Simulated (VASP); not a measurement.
# HgTe (F-43m) in VASP: a series of runs

HgTe is run at these levels: PBE, r2SCAN; tasks: single point.

Everything below comes from runs of VASP 6.6.1. Logs are shortened: lines on timing, memory, paths and dates and some standing lists are left out, and cuts for length are marked.

### 1 The cell of the first run

It takes space group F-43m (No. 216, cubic). Conventional cell: a = 6.654 Å, b = 6.654 Å, c = 6.654 Å, α = 90.00°, β = 90.00°, γ = 90.00°. Within 3.8 Å of Hg (site symmetry -43m) lie 4 Te at 2.88 Å. Within 3.8 Å of Te (site symmetry -43m) lie 4 Hg at 2.88 Å.

### 2 Single point, PBE

INCAR reads:

```
SYSTEM = HgTe
PREC = Accurate
ENCUT = 500
EDIFF = 1E-6
ISMEAR = -1
SIGMA = 0.02
LREAL = .FALSE.
LASPH = .TRUE.
NELM = 120
ALGO = Normal
ISIF = 2
LWAVE = .FALSE.
LCHARG = .TRUE.
GGA = PE
LELF = .TRUE.
LVHAR = .TRUE.
NBANDS = 16
GGA_COMPAT = .FALSE.
```

KPOINTS reads:

```
regular mesh
0
G
  6 6 6
  0 0 0
```

POSCAR reads:

```
HgTe
1.0
    0.0000000000      3.3268549122      3.3268549122
    3.3268549122      0.0000000000      3.3268549122
    3.3268549122      3.3268549122      0.0000000000
Hg Te
1 1
Direct
    0.0000000000      0.0000000000      0.0000000000
    0.2500000000      0.2500000000      0.2500000000
```

Potentials or basis: VASP PAW PBE potentials, release 64 (Hg, Te).

Launch:

```console
> cat potpaw_PBE.64/Hg/POTCAR potpaw_PBE.64/Te/POTCAR > POTCAR
> mpirun -np 1 vasp_std > vasp.out
```

OUTCAR:

```text
SYSTEM = HgTe
   PREC = Accurate
   ENCUT = 500
   EDIFF = 1E-6
   ISMEAR = -1
   LREAL = .FALSE.
   LASPH = .TRUE.
   NELM = 120
   ISIF = 2
   GGA = PE

 ion  position               nearest neighbor table
   1  0.000  0.000  0.000-   2 2.88   2 2.88   2 2.88   2 2.88
   2  0.250  0.250  0.250-   1 2.88   1 2.88   1 2.88   1 2.88

  LATTYP: Found a face centered cubic cell.
 ALAT       =     6.6537098244

  Lattice vectors:

 A1 = (   0.0000000000,   3.3268549122,   3.3268549122)
 A2 = (   3.3268549122,   0.0000000000,   3.3268549122)
 A3 = (   3.3268549122,   3.3268549122,   0.0000000000)

Analysis of symmetry for initial positions (statically):
=====================================================================
 Subroutine PRICEL returns:
 Original cell was already a primitive cell.

 Routine SETGRP: Setting up the symmetry group for a
 face centered cubic supercell.

 Subroutine GETGRP returns: Found 24 space group operations
 (whereof 24 operations were pure point group operations)
 out of a pool of 48 trial point group operations.

The static configuration has the point symmetry T_d .

Analysis of symmetry for dynamics (positions and initial velocities):
=====================================================================
 Subroutine PRICEL returns:
 Original cell was already a primitive cell.

 Routine SETGRP: Setting up the symmetry group for a
 face centered cubic supercell.

 Subroutine GETGRP returns: Found 24 space group operations
 (whereof 24 operations were pure point group operations)
 out of a pool of 48 trial point group operations.

The dynamic configuration has the point symmetry T_d .

 Subroutine INISYM returns: Found 24 space group operations
 (whereof 24 operations are pure point group operations),
 and found     1 'primitive' translations

----------------------------------------------------------------------------------------

                                     Primitive cell

  volume of cell :      73.6430

  direct lattice vectors                    reciprocal lattice vectors
     0.000000000  3.326854912  3.326854912    -0.150292097  0.150292097  0.150292097
     3.326854912  0.000000000  3.326854912     0.150292097 -0.150292097  0.150292097
     3.326854912  3.326854912  0.000000000     0.150292097  0.150292097 -0.150292097

  length of vectors
     4.704883337  4.704883337  4.704883337     0.260313547  0.260313547  0.260313547

  position of ions in fractional coordinates (direct lattice)
     0.000000000  0.000000000  0.000000000
     0.250000000  0.250000000  0.250000000

  ion indices of the primitive-cell ions
   primitive index   ion index
                 1           1
                 2           2

----------------------------------------------------------------------------------------

 KPOINTS: regular mesh

Automatic generation of k-mesh.
 Grid dimensions read from file:
 generate k-points for:    6    6    6

 Generating k-lattice:

  Cartesian coordinates                     Fractional coordinates (reciprocal lattice)
    -0.025048683  0.025048683  0.025048683     0.166666667  0.000000000  0.000000000
     0.025048683 -0.025048683  0.025048683     0.000000000  0.166666667  0.000000000
     0.025048683  0.025048683 -0.025048683     0.000000000  0.000000000  0.166666667

  Length of vectors
     0.043385591  0.043385591  0.043385591

  Shift w.r.t. Gamma in fractional coordinates (k-lattice)
     0.000000000  0.000000000  0.000000000

 Subroutine IBZKPT returns following result:
 ===========================================

 Found     16 irreducible k-points:

 Following reciprocal coordinates:
            Coordinates               Weight
  0.000000  0.000000  0.000000      1.000000
  0.166667  0.000000  0.000000      8.000000
  0.333333  0.000000  0.000000      8.000000
  0.500000  0.000000  0.000000      4.000000
  0.166667  0.166667  0.000000      6.000000
  0.333333  0.166667  0.000000     24.000000
[... 8 lines left out ...]
 -0.333333  0.333333  0.166667     24.000000
 -0.333333  0.500000  0.166667     12.000000
   k-points           NKPTS =     16   k-points in BZ     NKDIM =     16   number of bands    NBANDS=     16
   number of dos      NEDOS =    301   number of ions     NIONS =      2
   total plane-waves  NPLWV =  46656
   dimension x,y,z NGX =    36 NGY =   36 NGZ =   36
   dimension x,y,z NGXF=    72 NGYF=   72 NGZF=   72
   ions per type =               1   1
   NGX,Y,Z   is equivalent  to a cutoff of  12.72, 12.72, 12.72 a.u.
   NGXF,Y,Z  is equivalent  to a cutoff of  25.44, 25.44, 25.44 a.u.
 SYSTEM =  HgTe
   PREC   = accura    normal or accurate (medium, high low for compatibility)
   ISTART =      0    job   : 0-new  1-cont  2-samecut
   ICHARG =      2    charge: 1-file 2-atom 10-const
   ISPIN  =      1    spin polarized calculation?
   LNONCOLLINEAR =      F non collinear calculations
   LSORBIT =      F    spin-orbit coupling
   LASPH  =      T    aspherical Exc in radial PAW
   ENCUT  =  500.0 eV  36.75 Ry    6.06 a.u.   8.58  8.58  8.58*2*pi/ulx,y,z
   NELM   =    120;   NELMIN=  2; NELMDL= -5     # of ELM steps
   EDIFF  = 0.1E-05   stopping-criterion for ELM
   LREAL  =      F    real-space projection
   EDIFFG = 0.1E-04   stopping-criterion for IOM
   NSW    =      0    number of steps for IOM
   IBRION =     -1    ionic relax: 0-MD 1-quasi-New 2-CG
   NFREE  =      0    steps in history (QN), initial steepest desc. (CG)
   ISIF   =      2    stress and relaxation
   ISYM   =      2    0-nonsym 1-usesym 2-fastsym
   POTIM  = 0.5000    time-step for ionic-motion
   TEBEG  =    0.0;   TEEND  =   0.0 temperature during run
   PSTRESS=    0.0 pullay stress
   NELECT =      18.0000    total number of electrons
   NUPDOWN=      -1.0000    fix difference up-down
   EMIN   =  10.00;   EMAX   =-10.00  energy-range for DOS
   EFERMI =   0.00;   METHOD = LEGACY
   ISMEAR =    -1;   SIGMA  =   0.02  broadening in eV -4-tet -1-fermi 0-gaus
   EFERMI_NEDOS =   21; number of points for ismear=-14 and -15
   IALGO  =     38    algorithm
   IMIX   =      4    mixing-type and parameters
     AMIX     =   0.40;   BMIX     =  1.00
     AMIX_MAG =   1.60;   BMIX_MAG =  1.00
  volume/ion in A,a.u.               =      36.82       248.48
  Fermi-wavevector in a.u.,A,eV,Ry     =   1.023580  1.934286 14.255043  1.047716
  Thomas-Fermi vector in A             =   2.157321
   LORBIT       =      0    0 simple, 1 ext, 2 COOP (PROOUT), +10 PAW based schemes
   GGA     = PE    functional components
   LHFCALC =     F    Hartree Fock is set to
   AEXX    =    0.0000 exact exchange contribution
   IVDW    =     0    specifies the selected vdW correction
   LEPSILON=     F    determine dielectric tensor
   LRPA    =     F    only Hartree local field effects (RPA)
 non-spin polarized calculation
  energy-cutoff  :      500.00
  volume of cell :       73.64
 maximum number of plane-waves:      1893
 NGX is ok and might be reduce to    36
   NGX = 17   NGY = 17   NGZ = 17

 number of electron      17.9999998 magnetization

 Free energy of the ion-electron system (eV)
  ---------------------------------------------------
  ext. energy  EPLUGINS =         0.00000000
  ---------------------------------------------------
  free energy    TOTEN  =        -3.64159768 eV

  energy without entropy =       -3.64124393  energy(sigma->0) =       -3.64142081

 E-fermi :   2.2405     XC(G=0):  -8.3496

 val. band max:        2.2266789232   @ k =   0.0000   0.0000   0.0000
 cond. band min:       2.9250757046   @ k =   0.5000   0.0000   0.0000
 fundamental gap:      0.6983967814
 Fermi energy:         2.2405434189

 k-point     1 :       0.0000    0.0000    0.0000
  band No.  band energies     occupation
      1      -9.1779      2.00000
      2      -4.6627      2.00000
      3      -4.6627      2.00000
      4      -4.6627      2.00000
      5      -4.2326      2.00000
      6      -4.2326      2.00000
[... 8 lines left out ...]
     15      11.6514      0.00000
     16      11.6514      0.00000

 k-point     2 :       0.1667    0.0000    0.0000
  band No.  band energies     occupation
      1      -9.0677      2.00000
      2      -4.6332      2.00000
      3      -4.6332      2.00000
      4      -4.6050      2.00000
      5      -4.2344      2.00000
      6      -4.2344      2.00000
[... 8 lines left out ...]
     15      10.7894      0.00000
     16      10.7894      0.00000

 k-point     3 :       0.3333    0.0000    0.0000
  band No.  band energies     occupation
      1      -8.8332      2.00000
      2      -4.5818      2.00000
      3      -4.5818      2.00000
      4      -4.3448      2.00000
      5      -4.2270      2.00000
      6      -4.2270      2.00000
[... 8 lines left out ...]
     15      11.0586      0.00000
     16      11.0586      0.00000

 k-point     4 :       0.5000    0.0000    0.0000
  band No.  band energies     occupation
      1      -8.7083      2.00000
      2      -4.5615      2.00000
      3      -4.5615      2.00000
      4      -4.2158      2.00000
      5      -4.2158      2.00000
      6      -3.9814      2.00000
[... 8 lines left out ...]
     15      12.1564      0.00000
     16      12.1564      0.00000
[... 172 lines left out ...]
 k-point    14 :       0.5000    0.3333    0.1667
  band No.  band energies     occupation
      1      -8.6720      2.00000
      2      -4.5175      2.00000
      3      -4.4987      2.00000
      4      -4.3382      2.00000
      5      -4.2122      2.00000
      6      -4.0927      2.00000
[... 8 lines left out ...]
     15      12.2566      0.00000
     16      13.0847      0.00000

 k-point    15 :      -0.3333    0.3333    0.1667
  band No.  band energies     occupation
      1      -8.5877      2.00000
      2      -4.4984      2.00000
      3      -4.4745      2.00000
      4      -4.2698      2.00000
      5      -4.2359      2.00000
      6      -3.8486      2.00000
[... 8 lines left out ...]
     15      12.3921      0.00000
     16      12.9794      0.00000

 k-point    16 :      -0.3333    0.5000    0.1667
  band No.  band energies     occupation
      1      -8.5458      2.00000
      2      -4.4733      2.00000
      3      -4.4337      2.00000
      4      -4.3230      2.00000
      5      -4.2161      2.00000
      6      -3.7773      2.00000
[... 8 lines left out ...]
     15      12.8611      0.00000
     16      13.0988      0.00000

------------------------ aborting loop because EDIFF is reached ----------------------------------------

  FORCE on cell =-STRESS in cart. coord.  units (eV):
  Direction    XX          YY          ZZ          XY          YZ          ZX
  --------------------------------------------------------------------------------------
  -------------------------------------------------------------------------------------
  Total        0.0269346      0.0269346      0.0269346      0.0000000      0.0000000      0.0000000
  in kB        0.5859893      0.5859893      0.5859893      0.0000000      0.0000000      0.0000000
  external PRESSURE =       0.5859893 kB  Pullay stress =       0.0000000 kB

 VOLUME and BASIS-vectors are now :
 -----------------------------------------------------------------------------
  energy-cutoff  :      500.00
  volume of cell :       73.64
      direct lattice vectors                 reciprocal lattice vectors
     0.000000000  3.326854912  3.326854912    -0.150292097  0.150292097  0.150292097
     3.326854912  0.000000000  3.326854912     0.150292097 -0.150292097  0.150292097
     3.326854912  3.326854912  0.000000000     0.150292097  0.150292097 -0.150292097

 POSITION                                       TOTAL-FORCE (eV/Angst)
 -----------------------------------------------------------------------------------
      0.00000      0.00000      0.00000         0.000000      0.000000      0.000000
      1.66343      1.66343      1.66343        -0.000000     -0.000000     -0.000000
 -----------------------------------------------------------------------------------
    total drift:                                0.000000      0.000000      0.000000

  FREE ENERGIE OF THE ION-ELECTRON SYSTEM (eV)
  ---------------------------------------------------
  free  energy   TOTEN  =        -3.6415976783 eV

  energy  without entropy=       -3.6412439323  energy(sigma->0) =       -3.64142081
```

Wall time 13 s (1 thread of AMD EPYC 9R45 (Zen 5), shared host); peak memory 0.18 GiB.

Results:

* Free energy: -3.6416 eV
* Pressure: 0.1 GPa
* Band gap on the k mesh: zero (filled and empty bands touch)

Caveat: semilocal functionals underestimate gaps, so a narrow gap can read as zero; spin-orbit coupling is left out, which moves the levels of the heavy elements.

[end of part 1 of 2]
